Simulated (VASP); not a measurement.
Write the native input for VASP 6.6.1 that does the following.

```yaml
Task: relaxation of cell and atoms
Functional: PBE
Potentials_or_basis: VASP PAW PBE potentials, release 64 (Ga_d, P, N)
Cutoff: 600 eV
k_mesh: 6 × 6 × 4
Occupations: gaussian, width 0.1 eV
Spin: collinear spin, ferromagnetic start
Starting_moments: "[0.0, 0.0, 0.0, 0.0, 1.0, 1.0] μB"
Dipole_correction: no
Further_INCAR_settings: ALGO = Normal; EDIFF = 1e-07; IBRION = 2; EDIFFG = -0.04; NSW = 90; ISIF = 3
```

The structure of Ga3PN2 lies in POSCAR:

```
Ga3PN2
1.0
    5.2263220400      0.0000000000      0.0000000000
   -2.6131610200      4.5261276600      0.0000000000
    0.0000000000      0.0000000000      4.3279368400
Ga P N
3 1 2
Direct
    0.5000000000      0.0000000000      0.5000000000
    0.0000000000      0.5000000000      0.5000000000
    0.5000000000      0.5000000000      0.5000000000
    0.0000000000      0.0000000000      0.0000000000
    0.3333333300      0.6666666700      0.0000000000
    0.6666666700      0.3333333300      0.0000000000
```

One way to write it, as run:

INCAR

```
  ALGO = Normal
  EDIFF = 1E-7
  EDIFFG = -0.04
  ENCUT = 600
  GGA = PE
  IBRION = 2
  ISIF = 3
  ISMEAR = 0
  ISPIN = 2
  LASPH = True
  LCHARG = False
  LORBIT = 11
  LREAL = False
  LWAVE = False
  MAGMOM = 0 0 0 0 1 1
  NELM = 150
  NSW = 90
  PREC = Accurate
  SIGMA = 0.1
```

KPOINTS

```
k-points
0
Gamma
  6 6 4
```

Potentials or basis: VASP PAW PBE potentials, release 64 (Ga_d, P, N).

Command:

```console
$ cat potpaw_PBE.64/Ga_d/POTCAR potpaw_PBE.64/P/POTCAR potpaw_PBE.64/N/POTCAR > POTCAR
$ mpirun -np 1 vasp_std > vasp.out
```

It gave:

- Relaxed volume: 13.06 Å³/atom
- Relaxed cell: a = 5.625 Å, b = 5.625 Å, c = 2.859 Å, α = 90.00°, β = 90.00°, γ = 120.00°
- Space group after relaxing (to 0.05 Å): P6/mmm (No. 191)
- Energy gained by relaxing: 1003.5 meV/atom
- Ionic steps: 18
- Pressure after relaxing: 0.0 GPa
- Band gap on the k mesh: zero (filled and empty bands overlap)
- Net moment: 0.00 μB per cell
- Valence electrons inside the program's atomic spheres: Ga 11.53; P 2.37; N 3.62

Caveat: the k points lie up to 0.55 Å⁻¹ apart in the final cell; the volume moved by over 15 % at a fixed basis, so the end points are rough.

Run time: 39 min on 1 thread of Intel(R) Xeon(R) Platinum 8488C (Sapphire Rapids) (shared host), peak memory 0.39 GiB.
